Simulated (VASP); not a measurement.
BN (zinc blende type): single point with HSE06

BN (zinc blende type):

```
CELL_PARAMETERS angstrom
0.00000 1.76525 1.76525
1.76525 0.00000 1.76525
1.76525 1.76525 0.00000
ATOMIC_POSITIONS crystal
B 0.00000 0.00000 0.00000
N 0.25000 0.25000 0.25000
```

```
Program             : VASP 6.6.1
Task                : single point
Functional          : HSE06
Potentials or basis : VASP PAW PBE potentials, release 64 (B, N)
Cutoff              : 520 eV
k mesh              : 4 × 4 × 4
Occupations         : fermi-dirac, width 0.05 eV
Spin                : no spin polarisation
```

* Pressure: 26.0 GPa
* Band gap on the k mesh: 5.89 eV, indirect (least direct gap 10.94 eV)

Levels at points of the mesh, in eV from the valence-band top:
```csv
k point,band 2,band 3,band 4,band 5,band 6,band 7
"(0.00, 0.00, 0.00)",0.00,0.00,0.00,10.94,10.94,10.94
"(0.50, 0.00, 0.00)",-12.33,-2.25,-2.25,12.87,12.94,12.94
"(0.50, 0.50, 0.00)",-10.26,-5.69,-5.69,5.89,11.17,21.65
```

Wall time 22 s on 1 thread of Intel(R) Xeon(R) Platinum 8488C (Sapphire Rapids), on a shared host, peak memory 0.21 GiB.

Caveat: the k points lie up to 0.77 Å⁻¹ apart; the PAW data sets were made with another functional, which shifts forces and pressure a little. A k mesh can miss the band edges.
